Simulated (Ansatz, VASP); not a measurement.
**One calculation of AlAs5, two programs**

File INCAR:

```
ALGO = Normal ; EDIFF = 1E-7
EDIFFG = -0.04 ; ENCUT = 600
GGA = PE ; IBRION = 2
ISIF = 3 ; ISMEAR = 0
LASPH = T ; LCHARG = F
LREAL = F ; LWAVE = F
NELM = 80 ; NSW = 90
PREC = Accurate ; SIGMA = 0.1
```

KPOINTS

```
k-points
0
Gamma
  3 3 4
```

File POSCAR:

```
AlAs5
1.0
    5.9341452200      0.0000000000      0.0000000000
   -2.9670726100      5.1391205100      0.0000000000
    0.0000000000      0.0000000000      5.3359787200
Al As
1 5
Direct
    0.0000000000      0.0000000000      0.5000000000
    0.0000000000      0.3345335700      0.0000000000
    0.6654664300      0.6654664300      0.0000000000
    0.3345335700      0.0000000000      0.0000000000
    0.6666666700      0.3333333300      0.5000000000
    0.3333333300      0.6666666700      0.5000000000
```

Input for Ansatz:

```yaml
crystal:
  lattice:
    - [5.93414522, 0.0, 0.0]
    - [-2.96707261, 5.13912051, 0.0]
    - [0.0, 0.0, 5.33597872]
  atoms:
    - { symbol: Al, position: [0.0, 0.0, 0.5] }
    - { symbol: As, position: [0.0, 0.33453357, 0.0] }
    - { symbol: As, position: [0.66546643, 0.66546643, 0.0] }
    - { symbol: As, position: [0.33453357, 0.0, 0.0] }
    - { symbol: As, position: [0.66666667, 0.33333333, 0.5] }
    - { symbol: As, position: [0.33333333, 0.66666667, 0.5] }
basis:
  ecutwfc: 420
kpoints:
  mp_grid: { grid: [3, 3, 4] }
hamiltonian:
  xc: pbe
scf:
  occupations: { method: gaussian, width: 0.1 }
  lower_state_search: "off"
output:
  forces: true
  stress: true
  eigenvalues: true
relax:
  adjacent_minimum: "off"
  f_tol: 0.04
  max_steps: 70
  cell: { stress_tol: 0.4 }
```

Change from the starting cell: species swapped into the Mg5Sn type (P-62m, No. 189).

Alike in both runs: task relaxation of cell and atoms; functional PBE; k mesh 3 × 3 × 4; occupations gaussian, width 0.1 eV; no spin polarisation.

|  | VASP | Ansatz |
| --- | --- | --- |
| version | VASP 6.6.1 | Ansatz 0.2.0 |
| potentials or method | VASP PAW PBE potentials, release 64 (Al, As), cutoff 600 eV | scalar-relativistic, plane waves, PAW |
| valence electrons in the cell | 28 | 78 |

|  | VASP | Ansatz | Ansatz less VASP |
| --- | --- | --- | --- |
| gap on the k mesh at the Fermi level, each at its own relaxed structure (eV) | none | none | - |
| relaxed volume (Å³/atom) | 19.62 | 19.27 | -0.349 |
| relaxed cell length with the largest relative difference (Å) | 5.099 | 4.809 | -0.2901 |

A gap of «none» marks a metal or a gap that the smearing closes. One of these differences is far larger than is usual between the two programs; its cause wasn't traced. VASP's potentials hold 28 valence electrons a cell and Ansatz's 78, so a difference there can come from the potentials and not from the codes.

The k mesh is coarse, so the values compare programs but aren't converged. Noted on VASP's run: the volume moved by over 15 % at a fixed basis, so the end points are rough; too few bands were computed for a metal, which touches its energy and stress.
